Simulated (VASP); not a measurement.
Here is a VASP 6.6.1 calculation.

File INCAR:

```
SYSTEM = Na
ALGO = Fast
EDIFF = 1E-6
ENCUT = 520
GGA = PE
ISIF = 2
ISMEAR = 0
LASPH = .True.
LCHARG = .False.
LREAL = .False.
LWAVE = .False.
NBANDS = 22
NELM = 60
PREC = Accurate
SIGMA = 0.1
```

Contents of KPOINTS:

```
k-points
0
Gamma
  18 18 6
  0 0 0
```

File POSCAR:

```
Na
1.0
    3.6026279033      0.0000000000      0.0000000000
   -1.8013139517      3.1199672847      0.0000000000
    0.0000000000      0.0000000000     12.4340476454
Na
4
Direct
    0.0000000000      0.0000000000      0.0000000000
    0.3333333333      0.6666666667      0.2500000000
    0.0000000000      0.0000000000      0.5000000000
    0.6666666667      0.3333333333      0.7500000000
```

Potentials or basis: VASP PAW PBE potentials, release 64 (Na_pv).

Command:

```console
$ cat potpaw_PBE.64/Na_pv/POTCAR > POTCAR
$ mpirun -np 1 vasp_std > vasp.out
```

**Question.** What does it give for the band gap on the k mesh?

**Answer.** Zero (bands 14 and 15 overlap by 4.08 eV).

**Question.** Predict the pressure.

**Answer.** 0.5 GPa.

Stress tensor (GPa, compression positive):
```
 0.76  0.00  0.00
 0.00  0.76  0.00
 0.00  0.00 -0.03
```

Caveat: the cell differs from its parent crystal (biaxial strain in the a-b plane: -4.0 %, then relaxed in part).
